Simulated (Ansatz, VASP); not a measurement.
## One calculation of SnSe2, two programs

File INCAR:

```
ALGO     = Normal         # electronic algorithm
EDIFF    = 1E-7           # SCF threshold, eV
ENCUT    = 520            # plane-wave cutoff, eV
GGA      = PE             # functional
ISIF     = 2              # what is computed and relaxed
ISMEAR   = 0              # smearing method
LASPH    = T              # aspherical terms in the spheres
LCHARG   = F              # write CHGCAR
LREAL    = F              # projectors in reciprocal space
LWAVE    = F              # write WAVECAR
NBANDS   = 20             # bands
NELM     = 80             # most SCF steps
PREC     = Accurate       # precision mode
SIGMA    = 0.01           # smearing width, eV
```

KPOINTS

```
k-points
0
Gamma
  6 6 4
```

File POSCAR:

```
SnSe2
1.0
    3.7463942988      0.0000000000      0.0000000000
   -1.8731971494      3.2444728183      0.0000000000
    0.0000000000      0.0000000000      6.0319799048
Sn Se
1 2
Direct
    0.0000000000      0.0000000000      0.0000000000
    0.3333333333      0.6666666667      0.2490000000
    0.6666666667      0.3333333333      0.7510000000
```

Input for Ansatz:

```yaml
crystal:
  lattice:
    - [3.7463942987653294, 0.0, 0.0]
    - [-1.8731971493826647, 3.2444728183453067, 0.0]
    - [0.0, 0.0, 6.031979904808203]
  atoms:
    - { symbol: Sn, position: [0.0, 0.0, 0.0] }
    - { symbol: Se, position: [0.3333333333333333, 0.6666666666666666, 0.249] }
    - { symbol: Se, position: [0.6666666666666666, 0.3333333333333333, 0.751] }
basis:
  ecutwfc: 500.0
kpoints:
  mp_grid:
    grid: [6, 6, 4]
hamiltonian:
  xc: pbe
  pseudopotentials:
    kind: paw
scf:
  occupations:
    method: fixed
output:
  stress: true
```

Alike in both runs: task single point; functional PBE; k mesh 6 × 6 × 4; no spin polarisation.

```csv
,VASP,Ansatz
version,VASP 6.6.1,Ansatz 0.2.0
potentials or method,"VASP PAW PBE potentials, release 64 (Sn_d, Se), cutoff 520 eV","plane waves, PAW"
occupations,"gaussian, width 0.01 eV",fixed
valence electrons in the cell,26,46
```

VASP gave:

* pressure (GPa): 10.4
* traceless stress, the component that is largest in VASP (GPa): 0.78

Question: What did Ansatz give for the same quantities?

Answer: Pressure (GPa): 10.3; traceless stress, the component that is largest in VASP (GPa): 0.78.

VASP's potentials hold 26 valence electrons a cell and Ansatz's 46, so a difference there can come from the potentials and not from the codes.
